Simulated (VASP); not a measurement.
A run of VASP 6.6.1 is set up as follows.

INCAR

```
PREC = Accurate ; ENCUT = 520
EDIFF = 1E-6 ; ISMEAR = 0
SIGMA = 0.1 ; LREAL = F
LASPH = T ; NELM = 80
ALGO = Normal ; ISIF = 2
LWAVE = F ; LCHARG = F
GGA = PS ; NBANDS = 27
```

KPOINTS

```
Automatic mesh
0
Gamma
  10 10 8
```

POSCAR

```
Si2Ni
1.0
    2.6417807273      2.6417807273      0.0000000000
   -2.7091730927      2.7091730927      0.0000000000
    0.0000000000      0.0000000000      5.4183461855
Si Ni
4 2
Direct
    0.0000000000      0.5000000000      0.7500000000
    0.5000000000      0.0000000000      0.7500000000
    0.5000000000      0.0000000000      0.2500000000
    0.0000000000      0.5000000000      0.2500000000
    0.0000000000      0.0000000000      0.0000000000
    0.5000000000      0.5000000000      0.5000000000
```

Potentials or basis: VASP PAW PBE potentials, release 64 (Si, Ni).

Command:

```console
$ cat potpaw_PBE.64/Si/POTCAR potpaw_PBE.64/Ni/POTCAR > POTCAR
$ mpirun -np 1 vasp_std > vasp.out
```

(1) Estimate the pressure.

(2) Predict the band gap on the k mesh.

## Answers

(1) 1.6 GPa.

(2) zero (bands 18 and 19 overlap by 1.81 eV).

Caveat: the cell differs from its parent crystal (uniaxial strain along a: -2.0 %); the PAW data sets were made with another functional, which shifts forces and pressure a little.
